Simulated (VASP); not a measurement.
EuMn2As2:

```
As Eu Mn
1.0
     4.28700    0.00000    0.00000
    -2.14350    3.71265    0.00000
     0.00000    0.00000    7.22500
As Eu Mn
2 1 2
Direct
  0.33333 0.66667 0.26000
  0.66667 0.33333 0.74000
  0.00000 0.00000 0.00000
  0.33333 0.66667 0.62000
  0.66667 0.33333 0.38000
```

Base run:

- Program: VASP 6.6.1
- Functional: PBEsol
- Potentials or basis: VASP PAW PBE potentials, release 64 (As, Eu, Mn_pv)
- Cutoff: 520 eV
- k mesh: 6 × 6 × 3
- Occupations: fermi-dirac, width 0.1 eV
- Spin: collinear spin, ferrimagnetic start
- Starting moments: [0.0, 0.0, 9.8, 6.3, -6.3] μB

Its results: pressure -8.2 GPa; net moment 6.85 μB per cell; site moments As -0.01, -0.03; Eu +6.53; Mn +3.83, -3.83 μB; largest force 0.649 eV/Å.

Question: The run is repeated on the same cell with these changes: spin from collinear spin, ferrimagnetic start to collinear spin, ferromagnetic start; moments at the start from [0.0, 0.0, 9.8, 6.3, -6.3] to [0.0, 0.0, 7.0, 0.0, 0.0]. What comes out?

Answer: Pressure -6.7 GPa; net moment 15.10 μB per cell; site moments As -0.06; Eu +6.54; Mn +3.82 μB; largest force 0.295 eV/Å.

Caveats: the cell stands under tension; the PAW data sets were made with another functional, which shifts forces and pressure a little.
